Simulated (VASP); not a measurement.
# Ag in VASP: further runs, part 2 of 3

VASP 6.6.1. Earlier steps stand in the parts before.

## Step 4: Single point, r2SCAN (equal strain along all axes, cell held: +3.0 %)

Input file POSCAR:

```
Ag
1.0
    2.1137435260      2.1137435260      0.0000000000
   -2.1137435260      2.1137435260      0.0000000000
    0.0000000000      0.0000000000      4.2274870520
Ag
2
Direct
    0.0000000000      0.0000000000      0.0000000000
    0.5000000000      0.5000000000      0.5000000000
```

Input file INCAR.step1:

```
SYSTEM = Ag
  PREC = Accurate
  ENCUT = 520
  ISMEAR = 0
  SIGMA = 0.1
  LREAL = .False.
  LASPH = .True.
  NELM = 80
  NBANDS = 18
  GGA = PE
  ALGO = Normal
  EDIFF = 1E-4
  LWAVE = .True.
  LCHARG = .False.
```

Input file INCAR.step2:

```
SYSTEM = Ag
  PREC = Accurate
  ENCUT = 520
  EDIFF = 1E-7
  ISMEAR = 0
  SIGMA = 0.1
  LREAL = .False.
  LASPH = .True.
  NELM = 80
  ALGO = Normal
  ISIF = 2
  LWAVE = .False.
  LCHARG = .True.
  METAGGA = R2SCAN
  LMIXTAU = .True.
  LELF = .True.
  LVHAR = .True.
  NBANDS = 18
  ISTART = 1
```

Input file KPOINTS:

```
Automatic mesh
0
Gamma
  18 18 12
  0 0 0
```

Potentials or basis: VASP PAW PBE potentials, release 64 (Ag).

Launch:

```sh
cat potpaw_PBE.64/Ag/POTCAR > POTCAR
cp INCAR.step1 INCAR
mpirun -np 1 vasp_std > vasp.out
cp INCAR.step2 INCAR
mpirun -np 1 vasp_std > vasp.out
```

OUTCAR:

```text
SYSTEM = Ag
   PREC = Accurate
   ENCUT = 520
   EDIFF = 1E-7
   ISMEAR = 0
   LREAL = .False.
   LASPH = .True.
   NELM = 80
   ISIF = 2
   METAGGA = R2SCAN
   ISTART = 1

 ion  position               nearest neighbor table
   1  0.000  0.000  0.000-   2 2.99   2 2.99   2 2.99   2 2.99   2 2.99   2 2.99   2 2.99   2 2.99

   2  0.500  0.500  0.500-   1 2.99   1 2.99   1 2.99   1 2.99   1 2.99   1 2.99   1 2.99   1 2.99

  LATTYP: Found a simple tetragonal cell.
 ALAT       =     2.9892847618
 C/A-ratio  =     1.4142135624

  Lattice vectors:

 A1 = (   2.1137435260,   2.1137435260,   0.0000000000)
 A2 = (  -2.1137435260,   2.1137435260,   0.0000000000)
 A3 = (   0.0000000000,   0.0000000000,   4.2274870520)

Analysis of symmetry for initial positions (statically):
=====================================================================
 Subroutine PRICEL returns following result:

  LATTYP: Found a face centered cubic cell.
 ALAT       =     4.2274870520

  Lattice vectors:

 A1 = (   0.0000000000,  -2.1137435260,  -2.1137435260)
 A2 = (   2.1137435260,   0.0000000000,  -2.1137435260)
 A3 = (   2.1137435260,  -2.1137435260,   0.0000000000)

   2 primitive cells build up your supercell.

 Routine SETGRP: Setting up the symmetry group for a
 simple tetragonal supercell.

 Subroutine GETGRP returns: Found 16 space group operations
 (whereof 16 operations were pure point group operations)
 out of a pool of 16 trial point group operations.

The static configuration has the point symmetry D_4h.

Analysis of symmetry for dynamics (positions and initial velocities):
=====================================================================
 Subroutine PRICEL returns following result:

  LATTYP: Found a face centered cubic cell.
 ALAT       =     4.2274870520

  Lattice vectors:

 A1 = (   0.0000000000,  -2.1137435260,  -2.1137435260)
[... 126 lines left out ...]
   EFERMI_NEDOS =   21; number of points for ismear=-14 and -15
   IALGO  =     38    algorithm
   IMIX   =      4    mixing-type and parameters
     AMIX     =   0.40;   BMIX     =  1.00
     AMIX_MAG =   1.60;   BMIX_MAG =  1.00
  volume/ion in A,a.u.               =      18.89       127.46
  Fermi-wavevector in a.u.,A,eV,Ry     =   1.367131  2.583503 25.429927  1.869047
  Thomas-Fermi vector in A             =   2.493210
   LORBIT       =      0    0 simple, 1 ext, 2 COOP (PROOUT), +10 PAW based schemes
   METAGGA = R2SCAN    functional components
   LHFCALC =     F    Hartree Fock is set to
   AEXX    =    0.0000 exact exchange contribution
   IVDW    =     0    specifies the selected vdW correction
   LEPSILON=     F    determine dielectric tensor
   LRPA    =     F    only Hartree local field effects (RPA)
 non-spin polarized calculation
 Gauss-broadening in eV      SIGMA  =   0.10
  energy-cutoff  :      520.00
  volume of cell :       37.78
 maximum number of plane-waves:      1035
 NGX is ok and might be reduce to    24
   NGX = 11   NGY = 11   NGZ = 15

 number of electron      22.0000000 magnetization

 Free energy of the ion-electron system (eV)
  ---------------------------------------------------
  ext. energy  EPLUGINS =         0.00000000
  ---------------------------------------------------
  free energy    TOTEN  =       -42.64272061 eV

  energy without entropy =      -42.64040201  energy(sigma->0) =      -42.64156131

 E-fermi :   7.1415     XC(G=0): -12.2709

 val. band max:        7.1170079777   @ k =   0.3889   0.3889   0.1667
 cond. band min:       7.1417436929   @ k =   0.2778   0.0000   0.3333
 fundamental gap:      0.0247357152
 Fermi energy:         7.1415169402

 k-point     1 :       0.0000    0.0000    0.0000
  band No.  band energies     occupation
      1      -0.1118      2.00000
      2       0.9447      2.00000
      3       1.0305      2.00000
      4       2.3067      2.00000
      5       2.3067      2.00000
      6       2.3075      2.00000
[... 481 lines left out ...]
      5       2.3261      2.00000
      6       2.4560      2.00000
[... 10 lines left out ...]
     17      19.7983      0.00000
     18      24.1509      0.00000

 [... further k-points ...]

------------------------ aborting loop because EDIFF is reached ----------------------------------------

  FORCE on cell =-STRESS in cart. coord.  units (eV):
  Direction    XX          YY          ZZ          XY          YZ          ZX
  --------------------------------------------------------------------------------------
  -------------------------------------------------------------------------------------
  Total       -1.6452794     -1.6452794     -1.7013494      0.0000000     -0.0000000     -0.0000000
  in kB      -69.7803864    -69.7803864    -72.1584570      0.0000000     -0.0000000     -0.0000000
  external PRESSURE =     -70.5730766 kB  Pullay stress =       0.0000000 kB

 VOLUME and BASIS-vectors are now :
 -----------------------------------------------------------------------------
  energy-cutoff  :      520.00
  volume of cell :       37.78
      direct lattice vectors                 reciprocal lattice vectors
     2.113743526  2.113743526  0.000000000     0.236547147  0.236547147  0.000000000
    -2.113743526  2.113743526  0.000000000    -0.236547147  0.236547147  0.000000000
     0.000000000  0.000000000  4.227487052     0.000000000  0.000000000  0.236547147

 POSITION                                       TOTAL-FORCE (eV/Angst)
 -----------------------------------------------------------------------------------
      0.00000      0.00000      0.00000        -0.000000     -0.000000     -0.000000
      0.00000      2.11374      2.11374         0.000000      0.000000      0.000000
 -----------------------------------------------------------------------------------
    total drift:                               -0.000000      0.000000     -0.000000

  FREE ENERGIE OF THE ION-ELECTRON SYSTEM (eV)
  ---------------------------------------------------
  free  energy   TOTEN  =       -42.6427206061 eV

  energy  without entropy=      -42.6404020077  energy(sigma->0) =      -42.64156131
```

OUTCAR.step1:

```text
SYSTEM = Ag
   PREC = Accurate
   ENCUT = 520
   ISMEAR = 0
   LREAL = .False.
   LASPH = .True.
[... 746 lines left out ...]
      0.00000      0.00000      0.00000         0.000000     -0.000000      0.000000
      0.00000      2.11374      2.11374        -0.000000      0.000000      0.000000
 -----------------------------------------------------------------------------------
    total drift:                               -0.000000      0.000000     -0.000000

  FREE ENERGIE OF THE ION-ELECTRON SYSTEM (eV)
  ---------------------------------------------------
  free  energy   TOTEN  =        -5.4076883524 eV

  energy  without entropy=       -5.4052706279  energy(sigma->0) =       -5.40647949
```

Run time: 3.4 min. Hardware: 1 thread of Intel Xeon 6975P-C (Granite Rapids), shared host; peak memory 0.32 GiB.

Results:

| Property | Result |
| --- | --- |
| Free energy | -42.6427 eV |
| Pressure | -7.1 GPa |
| Band gap on the k mesh | zero (bands 11 and 12 overlap by 9.40 eV) |

Levels at points of the mesh, in eV from the Fermi level:
```csv
k point,band 7,band 8,band 9,band 10,band 11,band 12,band 13,band 14,band 15,band 16
"(0.00, 0.00, 0.00)",-3.97,-3.97,-3.32,-3.10,-3.10,1.78,6.14,10.53,10.53,16.32
"(0.50, 0.00, 0.00)",-4.27,-4.27,-3.94,-3.94,-0.71,-0.71,8.88,8.88,8.96,8.96
"(0.50, 0.50, 0.00)",-3.10,-3.10,-3.10,-3.10,1.78,1.78,6.14,6.14,10.53,10.53
"(0.00, 0.00, 0.50)",-4.08,-4.08,-3.76,-3.76,-3.65,-3.65,14.22,14.22,14.22,14.22
"(0.50, 0.00, 0.50)",-3.28,-3.28,-3.28,-3.28,-0.10,-0.10,3.11,3.11,15.55,15.55
"(0.50, 0.50, 0.50)",-3.94,-3.94,-3.10,-3.10,5.75,5.75,5.75,5.75,6.52,6.52
```

Caveat: the cell differs from its parent crystal (equal strain along all axes, cell held: +3.0 %); the cell stands under tension; the PAW data sets were made with another functional, which shifts forces and pressure a little.

## Step 5: Single point, r2SCAN (equal strain along all axes, cell held: +4.5 %)

Input file POSCAR:

```
Ag
1.0
    2.1445261987      2.1445261987      0.0000000000
   -2.1445261987      2.1445261987      0.0000000000
    0.0000000000      0.0000000000      4.2890523975
Ag
2
Direct
    0.0000000000      0.0000000000      0.0000000000
    0.5000000000      0.5000000000      0.5000000000
```

Input file INCAR.step1:

```
PREC = Accurate
ENCUT = 520
ISMEAR = 0
SIGMA = 0.1
LREAL = False
LASPH = True
NELM = 80
NBANDS = 18
GGA = PE
ALGO = Normal
EDIFF = 1E-4
LWAVE = True
LCHARG = False
```

Input file INCAR.step2:

```
PREC = Accurate
ENCUT = 520
EDIFF = 1E-6
ISMEAR = 0
SIGMA = 0.1
LREAL = False
LASPH = True
NELM = 80
ALGO = Normal
ISIF = 2
LWAVE = False
LCHARG = False
METAGGA = R2SCAN
LMIXTAU = True
NBANDS = 18
ISTART = 1
```

Input file KPOINTS:

```
Automatic mesh
0
Gamma
  18 18 12
```

Potentials or basis: VASP PAW PBE potentials, release 64 (Ag).

Launch:

```sh
cat potpaw_PBE.64/Ag/POTCAR > POTCAR
cp INCAR.step1 INCAR
mpirun -np 1 vasp_std > vasp.out
cp INCAR.step2 INCAR
mpirun -np 1 vasp_std > vasp.out
```

OUTCAR:

```text
PREC = Accurate
   ENCUT = 520
   EDIFF = 1E-6
   ISMEAR = 0
   LREAL = False
   LASPH = True
   NELM = 80
   ISIF = 2
   METAGGA = R2SCAN
   ISTART = 1

 ion  position               nearest neighbor table
   1  0.000  0.000  0.000-   2 3.03   2 3.03   2 3.03   2 3.03   2 3.03   2 3.03   2 3.03   2 3.03

   2  0.500  0.500  0.500-   1 3.03   1 3.03   1 3.03   1 3.03   1 3.03   1 3.03   1 3.03   1 3.03

  LATTYP: Found a simple tetragonal cell.
 ALAT       =     3.0328180351
 C/A-ratio  =     1.4142135624

  Lattice vectors:

 A1 = (   2.1445261987,   2.1445261987,   0.0000000000)
 A2 = (  -2.1445261987,   2.1445261987,   0.0000000000)
 A3 = (   0.0000000000,   0.0000000000,   4.2890523975)

Analysis of symmetry for initial positions (statically):
=====================================================================
 Subroutine PRICEL returns following result:

  LATTYP: Found a face centered cubic cell.
 ALAT       =     4.2890523975

  Lattice vectors:

 A1 = (   0.0000000000,  -2.1445261987,  -2.1445261988)
 A2 = (   2.1445261987,   0.0000000000,  -2.1445261988)
 A3 = (   2.1445261987,  -2.1445261987,  -0.0000000000)

   2 primitive cells build up your supercell.

 Routine SETGRP: Setting up the symmetry group for a
 simple tetragonal supercell.

 Subroutine GETGRP returns: Found 16 space group operations
 (whereof 16 operations were pure point group operations)
 out of a pool of 16 trial point group operations.

The static configuration has the point symmetry D_4h.

Analysis of symmetry for dynamics (positions and initial velocities):
=====================================================================
 Subroutine PRICEL returns following result:

  LATTYP: Found a face centered cubic cell.
 ALAT       =     4.2890523975

  Lattice vectors:

 A1 = (   0.0000000000,  -2.1445261987,  -2.1445261988)
 A2 = (   2.1445261987,   0.0000000000,  -2.1445261988)
 A3 = (   2.1445261987,  -2.1445261987,  -0.0000000000)

   2 primitive cells build up your supercell.

 Routine SETGRP: Setting up the symmetry group for a
 simple tetragonal supercell.

 Subroutine GETGRP returns: Found 16 space group operations
 (whereof 16 operations were pure point group operations)
 out of a pool of 16 trial point group operations.

The dynamic configuration has the point symmetry D_4h.

 Subroutine INISYM returns: Found 16 space group operations
 (whereof 16 operations are pure point group operations),
 and found     2 'primitive' translations

----------------------------------------------------------------------------------------

                                     Primitive cell

  volume of cell :      19.7253

  direct lattice vectors                    reciprocal lattice vectors
     0.000000000 -2.144526199 -2.144526199    -0.233151733 -0.233151733 -0.233151733
     2.144526199  0.000000000 -2.144526199     0.233151733  0.233151733 -0.233151733
     2.144526199 -2.144526199 -0.000000000     0.233151733 -0.233151733  0.233151733

  length of vectors
     3.032818035  3.032818035  3.032818035     0.403830648  0.403830648  0.403830648
[... 24 lines left out ...]
     0.018318130  0.018318130  0.019429311

  Shift w.r.t. Gamma in fractional coordinates (k-lattice)
     0.000000000  0.000000000  0.000000000

 Subroutine IBZKPT returns following result:
 ===========================================

 Found    385 irreducible k-points:

 Following reciprocal coordinates:
            Coordinates               Weight
  0.000000  0.000000  0.000000      1.000000
  0.055556  0.000000  0.000000      4.000000
  0.111111  0.000000  0.000000      4.000000
  0.166667  0.000000  0.000000      4.000000
  0.222222  0.000000  0.000000      4.000000
  0.277778  0.000000  0.000000      4.000000
[... 16 lines left out ...]
  0.277778  0.111111  0.000000      8.000000
  0.333333  0.111111  0.000000      8.000000
 [... further k-points ...]
   k-points           NKPTS =    385   k-points in BZ     NKDIM =    385   number of bands    NBANDS=     18
   number of dos      NEDOS =    301   number of ions     NIONS =      2
   total plane-waves  NPLWV =  18432
   dimension x,y,z NGX =    24 NGY =   24 NGZ =   32
   dimension x,y,z NGXF=    48 NGYF=   48 NGZF=   64
   ions per type =               2
   NGX,Y,Z   is equivalent  to a cutoff of  13.16, 13.16, 12.40 a.u.
   NGXF,Y,Z  is equivalent  to a cutoff of  26.31, 26.31, 24.81 a.u.
 SYSTEM =  unknown system
   PREC   = accura    normal or accurate (medium, high low for compatibility)
   ISTART =      1    job   : 0-new  1-cont  2-samecut
   ICHARG =      0    charge: 1-file 2-atom 10-const
   ISPIN  =      1    spin polarized calculation?
   LNONCOLLINEAR =      F non collinear calculations
   LSORBIT =      F    spin-orbit coupling
   LASPH  =      T    aspherical Exc in radial PAW
   ENCUT  =  520.0 eV  38.22 Ry    6.18 a.u.   5.64  5.64  7.97*2*pi/ulx,y,z
   NELM   =     80;   NELMIN=  2; NELMDL=  0     # of ELM steps
   EDIFF  = 0.1E-05   stopping-criterion for ELM
   LREAL  =      F    real-space projection
   EDIFFG = 0.1E-04   stopping-criterion for IOM
   NSW    =      0    number of steps for IOM
   IBRION =     -1    ionic relax: 0-MD 1-quasi-New 2-CG
   NFREE  =      0    steps in history (QN), initial steepest desc. (CG)
   ISIF   =      2    stress and relaxation
   ISYM   =      2    0-nonsym 1-usesym 2-fastsym
   POTIM  = 0.5000    time-step for ionic-motion
   TEBEG  =    0.0;   TEEND  =   0.0 temperature during run
   PSTRESS=    0.0 pullay stress
   NELECT =      22.0000    total number of electrons
   NUPDOWN=      -1.0000    fix difference up-down
   EMIN   =  10.00;   EMAX   =-10.00  energy-range for DOS
   EFERMI =   0.00;   METHOD = LEGACY
   ISMEAR =     0;   SIGMA  =   0.10  broadening in eV -4-tet -1-fermi 0-gaus
   EFERMI_NEDOS =   21; number of points for ismear=-14 and -15
   IALGO  =     38    algorithm
   IMIX   =      4    mixing-type and parameters
     AMIX     =   0.40;   BMIX     =  1.00
     AMIX_MAG =   1.60;   BMIX_MAG =  1.00
  volume/ion in A,a.u.               =      19.73       133.11
  Fermi-wavevector in a.u.,A,eV,Ry     =   1.347507  2.546419 24.705121  1.815775
  Thomas-Fermi vector in A             =   2.475252
   LORBIT       =      0    0 simple, 1 ext, 2 COOP (PROOUT), +10 PAW based schemes
   METAGGA = R2SCAN    functional components
   LHFCALC =     F    Hartree Fock is set to
   AEXX    =    0.0000 exact exchange contribution
   IVDW    =     0    specifies the selected vdW correction
   LEPSILON=     F    determine dielectric tensor
   LRPA    =     F    only Hartree local field effects (RPA)
 non-spin polarized calculation
 Gauss-broadening in eV      SIGMA  =   0.10
  energy-cutoff  :      520.00
  volume of cell :       39.45
 maximum number of plane-waves:      1088
 NGX is ok and might be reduce to    24
   NGX = 11   NGY = 11   NGZ = 15

 number of electron      21.9999989 magnetization

 Free energy of the ion-electron system (eV)
  ---------------------------------------------------
  ext. energy  EPLUGINS =         0.00000000
  ---------------------------------------------------
  free energy    TOTEN  =       -42.55718017 eV

  energy without entropy =      -42.55472272  energy(sigma->0) =      -42.55595144

 E-fermi :   6.6327     XC(G=0): -11.9860

 val. band max:        6.6312463335   @ k =   0.3889   0.0000   0.4167
 cond. band min:       6.6334062824   @ k =   0.5000   0.0000   0.5000
 fundamental gap:      0.0021599489
 Fermi energy:         6.6326729148

 k-point     1 :       0.0000    0.0000    0.0000
  band No.  band energies     occupation
      1      -0.3341      2.00000
      2       0.6653      2.00000
      3       0.7381      2.00000
      4       1.9174      2.00000
      5       1.9174      2.00000
      6       1.9181      2.00000
[... 481 lines left out ...]
      5       1.9470      2.00000
      6       2.0590      2.00000
[... 10 lines left out ...]
     17      18.9184      0.00000
     18      23.2377      0.00000

 [... further k-points ...]

------------------------ aborting loop because EDIFF is reached ----------------------------------------

  FORCE on cell =-STRESS in cart. coord.  units (eV):
  Direction    XX          YY          ZZ          XY          YZ          ZX
  --------------------------------------------------------------------------------------
  -------------------------------------------------------------------------------------
  Total       -2.2787654     -2.2787654     -2.3287463      0.0000000      0.0000000     -0.0000000
  in kB      -92.5456783    -92.5456783    -94.5755102      0.0000000      0.0000000     -0.0000000
  external PRESSURE =     -93.2222889 kB  Pullay stress =       0.0000000 kB

 VOLUME and BASIS-vectors are now :
 -----------------------------------------------------------------------------
  energy-cutoff  :      520.00
  volume of cell :       39.45
      direct lattice vectors                 reciprocal lattice vectors
     2.144526199  2.144526199  0.000000000     0.233151733  0.233151733  0.000000000
    -2.144526199  2.144526199  0.000000000    -0.233151733  0.233151733  0.000000000
     0.000000000  0.000000000  4.289052397     0.000000000  0.000000000  0.233151733

 POSITION                                       TOTAL-FORCE (eV/Angst)
 -----------------------------------------------------------------------------------
      0.00000      0.00000      0.00000         0.000000     -0.000000      0.000000
      0.00000      2.14453      2.14453        -0.000000      0.000000     -0.000000
 -----------------------------------------------------------------------------------
    total drift:                               -0.000000      0.000000     -0.000000

  FREE ENERGIE OF THE ION-ELECTRON SYSTEM (eV)
  ---------------------------------------------------
  free  energy   TOTEN  =       -42.5571801657 eV

  energy  without entropy=      -42.5547227235  energy(sigma->0) =      -42.55595144
```

Wall time 3.3 min (1 thread of Intel Xeon 6975P-C (Granite Rapids), shared host); peak memory 0.33 GiB.

What came out:

- Free energy: -42.5572 eV
- Pressure: -9.3 GPa
- Band gap on the k mesh: zero (bands 11 and 12 overlap by 9.21 eV)

Levels at points of the mesh, in eV from the Fermi level:
```
           k point  band 7  band 8  band 9  band 10  band 11  band 12  band 13  band 14  band 15  band 16
(0.00, 0.00, 0.00)   -3.91   -3.91   -3.31    -3.12    -3.12     1.80     5.82    10.29    10.29    15.93
(0.50, 0.00, 0.00)   -4.19   -4.19   -3.89    -3.89    -0.74    -0.74     8.59     8.59     8.66     8.66
(0.50, 0.50, 0.00)   -3.12   -3.12   -3.12    -3.12     1.80     1.80     5.82     5.82    10.29    10.29
(0.00, 0.00, 0.50)   -4.02   -4.02   -3.66    -3.66    -3.62    -3.62    13.81    13.81    13.81    13.81
(0.50, 0.00, 0.50)   -3.28   -3.28   -3.28    -3.28     0.00     0.00     2.88     2.88    15.39    15.39
(0.50, 0.50, 0.50)   -3.88   -3.88   -3.11    -3.11     5.59     5.59     5.59     5.59     6.21     6.21
```

Caveat: the cell differs from its parent crystal (equal strain along all axes, cell held: +4.5 %); the cell stands under tension; the PAW data sets were made with another functional, which shifts forces and pressure a little.

(Continued in part 3 of 3.)
